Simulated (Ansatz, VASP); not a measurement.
Two plane-wave programs on Al

```
CELL_PARAMETERS angstrom
-1.61751 1.61751 1.61751
1.61751 -1.61751 1.61751
3.23502 3.23502 0.00000
ATOMIC_POSITIONS crystal
Al 0.07067 0.92933 0.00000
Al 0.42933 0.57067 0.50000
```

Alike in both runs: functional PBE; k mesh 20 × 20 × 12; occupations gaussian, width 0.15 eV; no spin polarisation.

Ansatz relaxed the structure, and its values are those at the end. VASP's run is a single point on that final structure, the one shown.

|  | VASP | Ansatz |
| --- | --- | --- |
| version | VASP 6.6.1 | Ansatz 0.2.0 |
| potentials or method | VASP PAW PBE potentials, release 64 (Al), cutoff 520 eV | scalar-relativistic, plane waves, PAW |
| valence electrons in the cell | 6 | 6 |

VASP gave:

```
gap on the k mesh at the Fermi level (eV) : none
pressure (GPa)                            : 0.2
rms of the force components (eV/Å)        : 0.006
```

Task: Estimate Ansatz's values.

Result: gap on the k mesh at the Fermi level (eV): none; pressure (GPa): 0.3; rms of the force components (eV/Å): 0.007.

A gap of «none» marks a metal or a gap that the smearing closes. Ansatz's warnings: stress scf threshold loose.
